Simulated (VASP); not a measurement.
# WS2 in VASP: further runs

The runs below take WS2 through single point, with PBE+D3(BJ).

Program: VASP 6.6.1. These are calculated values, not measurements. Logs are shortened: lines on timing, memory, paths and dates and some standing lists are left out, and cuts for length are marked.

**1. The cell of the first run**

It takes space group P6_3/mmc (No. 194, hexagonal). Conventional cell: a = 3.249 Å, b = 3.249 Å, c = 12.027 Å, α = 90.00°, β = 90.00°, γ = 120.00°. W (site symmetry -6m2) has 6 S at 2.43 Å within 3.2 Å. Within 3.2 Å of S (site symmetry 3m) lie 3 W at 2.43 Å and 1 S at 3.08 Å.

**2. Single point, PBE+D3(BJ)**

File INCAR:

```
SYSTEM = WS2
  PREC = Accurate
  ENCUT = 520
  EDIFF = 1E-7
  ISMEAR = 0
  SIGMA = 0.02
  LREAL = .False.
  LASPH = .True.
  NELM = 60
  ALGO = Normal
  ISIF = 2
  LWAVE = .False.
  LCHARG = .False.
  GGA = PE
  IVDW = 12
  NBANDS = 35
```

File KPOINTS:

```
regular mesh
0
Gamma
  12 12 4
  0 0 0
```

File POSCAR:

```
WS2
1.0
    3.2487750803      0.0000000000      0.0000000000
   -1.6243875402      2.8135217507      0.0000000000
    0.0000000000      0.0000000000     12.0272328539
W S
2 4
Direct
    0.3333333333      0.6666666667      0.7500000000
    0.6666666667      0.3333333333      0.2500000000
    0.3333333333      0.6666666667      0.1217891445
    0.6666666667      0.3333333333      0.6217891445
    0.3333333333      0.6666666667      0.3782108555
    0.6666666667      0.3333333333      0.8782108555
```

Potentials or basis: VASP PAW PBE potentials, release 64 (W_sv, S).

The run is started by

```
$ cat potpaw_PBE.64/W_sv/POTCAR potpaw_PBE.64/S/POTCAR > POTCAR
$ mpirun -np 1 vasp_std > vasp.out
```

OUTCAR:

```text
SYSTEM = WS2
   PREC = Accurate
   ENCUT = 520
   EDIFF = 1E-7
   ISMEAR = 0
   LREAL = .False.
   LASPH = .True.
   NELM = 60
   ISIF = 2
   GGA = PE
   IVDW = 12
 IVDW          = 12

 ion  position               nearest neighbor table
   1  0.333  0.667  0.750-   4 2.43   6 2.43   4 2.43   6 2.43   4 2.43   6 2.43
   2  0.667  0.333  0.250-   3 2.43   5 2.43   3 2.43   5 2.43   3 2.43   5 2.43
   3  0.333  0.667  0.122-   2 2.43   2 2.43   2 2.43
   4  0.667  0.333  0.622-   1 2.43   1 2.43   1 2.43
   5  0.333  0.667  0.378-   2 2.43   2 2.43   2 2.43
   6  0.667  0.333  0.878-   1 2.43   1 2.43   1 2.43

  LATTYP: Found a hexagonal cell.
 ALAT       =     3.2487750803
 C/A-ratio  =     3.7020823408

  Lattice vectors:

 A1 = (   3.2487750803,   0.0000000000,   0.0000000000)
 A2 = (  -1.6243875402,   2.8135217507,   0.0000000000)
 A3 = (   0.0000000000,   0.0000000000,  12.0272328539)

Analysis of symmetry for initial positions (statically):
=====================================================================
 Subroutine PRICEL returns:
 Original cell was already a primitive cell.

 Routine SETGRP: Setting up the symmetry group for a
 hexagonal supercell.

 Subroutine GETGRP returns: Found 24 space group operations
 (whereof 12 operations were pure point group operations)
 out of a pool of 24 trial point group operations.

The static configuration has the point symmetry D_3d.
 The point group associated with its full space group is D_6h.

Analysis of symmetry for dynamics (positions and initial velocities):
=====================================================================
 Subroutine PRICEL returns:
 Original cell was already a primitive cell.

 Routine SETGRP: Setting up the symmetry group for a
 hexagonal supercell.

 Subroutine GETGRP returns: Found 24 space group operations
 (whereof 12 operations were pure point group operations)
 out of a pool of 24 trial point group operations.

The dynamic configuration has the point symmetry D_3d.
 The point group associated with its full space group is D_6h.

 Subroutine INISYM returns: Found 24 space group operations
 (whereof 12 operations are pure point group operations),
 and found     1 'primitive' translations

----------------------------------------------------------------------------------------

                                     Primitive cell

  volume of cell :     109.9349

  direct lattice vectors                    reciprocal lattice vectors
     3.248775080  0.000000000  0.000000000     0.307808320  0.177713217  0.000000000
    -1.624387540  2.813521751  0.000000000     0.000000000  0.355426433  0.000000000
     0.000000000  0.000000000 12.027232854     0.000000000  0.000000000  0.083144645

  length of vectors
     3.248775080  3.248775080 12.027232854     0.355426433  0.355426433  0.083144645

  position of ions in fractional coordinates (direct lattice)
     0.333333333  0.666666667  0.750000000
     0.666666667  0.333333333  0.250000000
     0.333333333  0.666666667  0.121789144
     0.666666667  0.333333333  0.621789144
     0.333333333  0.666666667  0.378210856
     0.666666667  0.333333333  0.878210856

  ion indices of the primitive-cell ions
   primitive index   ion index
                 1           1
                 2           2
                 3           3
                 4           4
                 5           5
                 6           6

----------------------------------------------------------------------------------------

 KPOINTS: regular mesh

Automatic generation of k-mesh.
 Grid dimensions read from file:
 generate k-points for:   12   12    4

 Generating k-lattice:

  Cartesian coordinates                     Fractional coordinates (reciprocal lattice)
     0.025650693  0.014809435  0.000000000     0.083333333  0.000000000  0.000000000
     0.000000000  0.029618869  0.000000000     0.000000000  0.083333333  0.000000000
     0.000000000  0.000000000  0.020786161     0.000000000  0.000000000  0.250000000

  Length of vectors
     0.029618869  0.029618869  0.020786161

  Shift w.r.t. Gamma in fractional coordinates (k-lattice)
     0.000000000  0.000000000  0.000000000

 Subroutine IBZKPT returns following result:
 ===========================================

 Found     57 irreducible k-points:

 Following reciprocal coordinates:
            Coordinates               Weight
  0.000000  0.000000  0.000000      1.000000
  0.083333  0.000000  0.000000      6.000000
  0.166667  0.000000  0.000000      6.000000
  0.250000  0.000000  0.000000      6.000000
  0.333333  0.000000  0.000000      6.000000
  0.416667  0.000000  0.000000      6.000000
[... 16 lines left out ...]
  0.250000  0.000000  0.250000     12.000000
  0.333333  0.000000  0.250000     12.000000
 [... further k-points ...]
   k-points           NKPTS =     57   k-points in BZ     NKDIM =     57   number of bands    NBANDS=     35
   number of dos      NEDOS =    301   number of ions     NIONS =      6
   total plane-waves  NPLWV =  51840
   dimension x,y,z NGX =    24 NGY =   24 NGZ =   90
   dimension x,y,z NGXF=    48 NGYF=   48 NGZF=  180
   ions per type =               2   4
   NGX,Y,Z   is equivalent  to a cutoff of  12.28, 12.28, 12.44 a.u.
   NGXF,Y,Z  is equivalent  to a cutoff of  24.56, 24.56, 24.88 a.u.
 SYSTEM =  WS2
   PREC   = accura    normal or accurate (medium, high low for compatibility)
   ISTART =      0    job   : 0-new  1-cont  2-samecut
   ICHARG =      2    charge: 1-file 2-atom 10-const
   ISPIN  =      1    spin polarized calculation?
   LNONCOLLINEAR =      F non collinear calculations
   LSORBIT =      F    spin-orbit coupling
   LASPH  =      T    aspherical Exc in radial PAW
   ENCUT  =  520.0 eV  38.22 Ry    6.18 a.u.   6.04  6.04 22.36*2*pi/ulx,y,z
   NELM   =     60;   NELMIN=  2; NELMDL= -5     # of ELM steps
   EDIFF  = 0.1E-06   stopping-criterion for ELM
   LREAL  =      F    real-space projection
   EDIFFG = 0.1E-05   stopping-criterion for IOM
   NSW    =      0    number of steps for IOM
   IBRION =     -1    ionic relax: 0-MD 1-quasi-New 2-CG
   NFREE  =      0    steps in history (QN), initial steepest desc. (CG)
   ISIF   =      2    stress and relaxation
   ISYM   =      2    0-nonsym 1-usesym 2-fastsym
   POTIM  = 0.5000    time-step for ionic-motion
   TEBEG  =    0.0;   TEEND  =   0.0 temperature during run
   PSTRESS=    0.0 pullay stress
   NELECT =      52.0000    total number of electrons
   NUPDOWN=      -1.0000    fix difference up-down
   EMIN   =  10.00;   EMAX   =-10.00  energy-range for DOS
   EFERMI =   0.00;   METHOD = LEGACY
   ISMEAR =     0;   SIGMA  =   0.02  broadening in eV -4-tet -1-fermi 0-gaus
   EFERMI_NEDOS =   21; number of points for ismear=-14 and -15
   IALGO  =     38    algorithm
   IMIX   =      4    mixing-type and parameters
     AMIX     =   0.40;   BMIX     =  1.00
     AMIX_MAG =   1.60;   BMIX_MAG =  1.00
  volume/ion in A,a.u.               =      18.32       123.65
  Fermi-wavevector in a.u.,A,eV,Ry     =   1.275550  2.410439 22.137048  1.627027
  Thomas-Fermi vector in A             =   2.408256
   LORBIT       =      0    0 simple, 1 ext, 2 COOP (PROOUT), +10 PAW based schemes
   GGA     = PE    functional components
   LHFCALC =     F    Hartree Fock is set to
   AEXX    =    0.0000 exact exchange contribution
   IVDW    =    12    specifies the selected vdW correction
   LEPSILON=     F    determine dielectric tensor
   LRPA    =     F    only Hartree local field effects (RPA)
 non-spin polarized calculation
 Gauss-broadening in eV      SIGMA  =   0.02
  energy-cutoff  :      520.00
  volume of cell :      109.93
 maximum number of plane-waves:      3012
   NGX = 13   NGY = 13   NGZ = 45

 number of electron      52.0000001 magnetization

 Free energy of the ion-electron system (eV)
  ---------------------------------------------------
  ext. energy  EPLUGINS =         0.00000000
  ---------------------------------------------------
  free energy    TOTEN  =       -47.15416375 eV

  energy without entropy =      -47.15416375  energy(sigma->0) =      -47.15416375

 E-fermi :   7.4676     XC(G=0): -10.8137

 val. band max:        7.3248522329   @ k =   0.0000   0.0000   0.0000
 cond. band min:       7.9925460728   @ k =   0.3333   0.3333   0.0000
 fundamental gap:      0.6676938399
 Fermi energy:         7.4676413765

 k-point     1 :       0.0000    0.0000    0.0000
  band No.  band energies     occupation
      1     -67.6240      2.00000
      2     -67.6240      2.00000
      3     -31.8129      2.00000
      4     -31.8129      2.00000
      5     -31.7333      2.00000
      6     -31.7333      2.00000
[... 27 lines left out ...]
     34       9.5378      0.00000
     35      11.3632      0.00000

 k-point     2 :       0.0833    0.0000    0.0000
  band No.  band energies     occupation
      1     -67.6232      2.00000
      2     -67.6231      2.00000
      3     -31.8096      2.00000
      4     -31.8096      2.00000
      5     -31.7516      2.00000
      6     -31.7516      2.00000
[... 27 lines left out ...]
     34       9.4518      0.00000
     35      11.8753      0.00000

 k-point     3 :       0.1667    0.0000    0.0000
  band No.  band energies     occupation
      1     -67.6209      2.00000
      2     -67.6209      2.00000
      3     -31.8013      2.00000
      4     -31.8013      2.00000
      5     -31.8008      2.00000
      6     -31.8007      2.00000
[... 27 lines left out ...]
     34       9.9494      0.00000
     35      12.9806      0.00000
[... 723 lines left out ...]
 k-point    23 :       0.2500    0.0000    0.2500
  band No.  band energies     occupation
      1     -67.6178      2.00000
      2     -67.6178      2.00000
      3     -31.8685      2.00000
      4     -31.8685      2.00000
      5     -31.7886      2.00000
      6     -31.7885      2.00000
[... 27 lines left out ...]
     34      10.5001      0.00000
     35      13.6471      0.00000

 k-point    24 :       0.3333    0.0000    0.2500
  band No.  band energies     occupation
      1     -67.6147      2.00000
      2     -67.6147      2.00000
      3     -31.9349      2.00000
      4     -31.9349      2.00000
      5     -31.7811      2.00000
      6     -31.7810      2.00000
[... 27 lines left out ...]
     34      10.9434      0.00000
     35      12.6971      0.00000

 [... further k-points ...]

------------------------ aborting loop because EDIFF is reached ----------------------------------------

 Edisp (eV)   -2.47915

 E8    (eV) :    -1.0415

  FORCE on cell =-STRESS in cart. coord.  units (eV):
  Direction    XX          YY          ZZ          XY          YZ          ZX
  --------------------------------------------------------------------------------------
  -------------------------------------------------------------------------------------
  Total      -5.61370    -5.61370    -0.02811     0.00000     0.00000     0.00000
  in kB     -81.81329   -81.81329    -0.40967     0.00000     0.00000     0.00000
  external pressure =      -54.68 kB  Pullay stress =        0.00 kB

 VOLUME and BASIS-vectors are now :
 -----------------------------------------------------------------------------
  energy-cutoff  :      520.00
  volume of cell :      109.93
      direct lattice vectors                 reciprocal lattice vectors
     3.248775080  0.000000000  0.000000000     0.307808320  0.177713217  0.000000000
    -1.624387540  2.813521751  0.000000000     0.000000000  0.355426433  0.000000000
     0.000000000  0.000000000 12.027232854     0.000000000  0.000000000  0.083144645

 POSITION                                       TOTAL-FORCE (eV/Angst)
 -----------------------------------------------------------------------------------
     -0.00000      1.87568      9.02042         0.000000      0.000000      0.000000
      1.62439      0.93784      3.00681        -0.000000      0.000000      0.000000
     -0.00000      1.87568      1.46479        -0.000000     -0.000000     -0.001559
      1.62439      0.93784      7.47840         0.000000      0.000000     -0.001559
     -0.00000      1.87568      4.54883        -0.000000      0.000000      0.001559
      1.62439      0.93784     10.56245        -0.000000     -0.000000      0.001559
 -----------------------------------------------------------------------------------
    total drift:                                0.000000     -0.000000      0.000000

  FREE ENERGIE OF THE ION-ELECTRON SYSTEM (eV)
  ---------------------------------------------------
  free  energy   TOTEN  =       -49.6333146581 eV

  energy  without entropy=      -49.6333146581  energy(sigma->0) =      -49.63331466
```

It took 2.2 min on 1 thread of Intel Xeon 6975P-C (Granite Rapids), shared host; peak memory 0.33 GiB.

Results:

```yaml
Free_energy: -49.6333 eV
Pressure: -5.5 GPa
Band_gap_on_the_k_mesh: 0.67 eV, indirect (least direct gap 1.47 eV)
Dispersion_energy_per_atom: -0.413 eV
```

Caveat: spin-orbit coupling is left out, which moves the levels of the heavy elements. A k mesh can miss the band edges.

(Continued in part 2 of 3.)
